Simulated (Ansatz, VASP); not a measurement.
# Two plane-wave programs on MgO

Contents of INCAR:

```
SYSTEM = MgO
PREC = Accurate
ENCUT = 840
EDIFF = 1E-6
ISMEAR = 0
SIGMA = 0.05
LREAL = .FALSE.
LASPH = .TRUE.
NELM = 120
ALGO = Normal
ISIF = 2
LWAVE = .FALSE.
LCHARG = .TRUE.
LELF = .TRUE.
LVHAR = .TRUE.
NBANDS = 15
GGA_COMPAT = .FALSE.
```

Contents of KPOINTS:

```
Automatic mesh
0
G
  9 9 8
  0 0 0
```

The input POSCAR:

```
MgO
1.0
    2.9380209034      0.0000000000      0.0000000000
   -1.4690104517      2.6207327614      0.0000000000
    0.0000000000      0.0000000000      2.6796800000
Mg O
1 1
Direct
    0.0000000000      0.0000000000      0.0000000000
    0.3333333333      0.6666666667      0.5000000000
```

Input for Ansatz:

```yaml
crystal:
  lattice:
    - [2.9380209034, 0.0, 0.0]
    - [-1.4690104517, 2.6207327614, 0.0]
    - [0.0, 0.0, 2.67968]
  atoms:
    - { symbol: Mg, position: [0.0, 0.0, 0.0] }
    - { symbol: O, position: [0.3333333333, 0.6666666667, 0.5] }
basis:
  ecutwfc: 420
kpoints:
  mp_grid: { grid: [9, 9, 8] }
hamiltonian:
  xc: lda
scf:
  occupations: { method: gaussian, width: 0.05 }
output:
  forces: true
  stress: true
  eigenvalues: true
```

Change from the starting cell: strain +0.0300 x Voigt [0, 1, 0, 0, 0, 0], atoms carried along.

Alike in both runs: task single point; functional LDA; k mesh 9 × 9 × 8; occupations gaussian, width 0.05 eV; no spin polarisation.

```csv
,VASP,Ansatz
version,VASP 6.6.1,Ansatz 0.2.0
potentials or method,"VASP PAW LDA potentials, release 64 (Mg_sv, O), cutoff 840 eV","scalar-relativistic, plane waves, PAW"
valence electrons in the cell,16,16
```

Ansatz gave:

| Quantity | Value |
| --- | --- |
| gap on the k mesh at the Fermi level (eV) | 2.64 |
| least direct gap on the mesh (eV) | 3.01 |
| pressure (GPa) | -12.3 |
| traceless stress, the component that is largest in VASP (GPa) | -5.00 |
| rms of the force components (eV/Å) | 0.023 |

Which values does VASP return?

gap on the k mesh at the Fermi level (eV): 2.65; least direct gap on the mesh (eV): 3.02; pressure (GPa): -12.0; traceless stress, the component that is largest in VASP (GPa): -5.06; rms of the force components (eV/Å): 0.020.

LDA's correlation is that of Perdew and Zunger in VASP and of Perdew and Wang (1992) in Ansatz. Atom by atom the forces differ by 0.002 eV/Å (rms over components).
